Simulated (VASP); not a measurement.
A run of VASP 6.6.1:

INCAR

```
SYSTEM = KOs
ALGO = Fast
EDIFF = 1E-6
ENCUT = 520
GGA = PE
ISIF = 2
ISMEAR = 0
LASPH = .True.
LCHARG = .True.
LELF = .True.
LREAL = .False.
LVHAR = .True.
LWAVE = .False.
NBANDS = 16
NELM = 100
PREC = Accurate
SIGMA = 0.1
```

File KPOINTS:

```
k-points
0
Gamma
  24 24 10
  0 0 0
```

The input POSCAR:

```
KOs
1.0
    2.7736050746      0.0000000000      0.0000000000
   -1.3868025373      2.4020124546      0.0000000000
    0.0000000000      0.0000000000      5.8146354099
K Os
1 1
Direct
    0.3333333333      0.6666666667      0.5000000000
    0.0000000000      0.0000000000      0.0000000000
```

Potentials or basis: VASP PAW PBE potentials, release 64 (K_sv, Os).

Run with:

```bash
$ cat potpaw_PBE.64/K_sv/POTCAR potpaw_PBE.64/Os/POTCAR > POTCAR
$ mpirun -np 1 vasp_std > vasp.out
```

Hardware: 1 thread of Intel Xeon 8259CL, with other jobs on the host.

How long does it take, and how much memory?

Run time: 6.4 min on 1 thread of Intel Xeon 8259CL, on a shared host, peak memory 0.36 GiB. Counts: scf iterations 16, k points 366.
